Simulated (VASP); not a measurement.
Runs of VASP 6.6.1 on CoO. The structure is that of space group Fm-3m (No. 225), or close to it. The cells are those of the table. 

```csv
cell,k mesh,smearing,gap on the mesh (eV),pressure (GPa),moment (μB)
"a = 3.004 Å, angles 60.0°, 2 atoms",24 × 24 × 24,gaussian 0.15 eV,none,(c),2.86
"a = 2.943 Å, angles 60.0°, 2 atoms",16 × 16 × 16,gaussian 0.1 eV,none,(b),2.62
"a = 3.004 Å, angles 60.0°, 2 atoms",16 × 16 × 16,gaussian 0.1 eV,none,-0.6,(a)
"a = 2.911 Å, angles 60.0°, 2 atoms",16 × 16 × 16,gaussian 0.1 eV,none,16.5,2.48
"a = 2.879 Å, angles 60.0°, 2 atoms",16 × 16 × 16,gaussian 0.1 eV,none,23.0,2.20
```

Alike in all rows: task single point; level PBE; potentials or basis VASP PAW PBE potentials, release 64 (Co, O); spin collinear, ferromagnetic start; cutoff (eV) 520.

**Question.** Estimate the missing entries.

**Answer.** (a) 2.89; (b) 9.8; (c) -0.7.

Caveats: a cell with one magnetic atom can't hold antiferromagnetic order, which such compounds often take; semilocal functionals often make such compounds metallic where correlation or magnetic order opens a gap, which also shifts bond lengths; the cell stands under pressure (at least some runs).

A gap of «none» marks levels without a gap at the run's occupations.
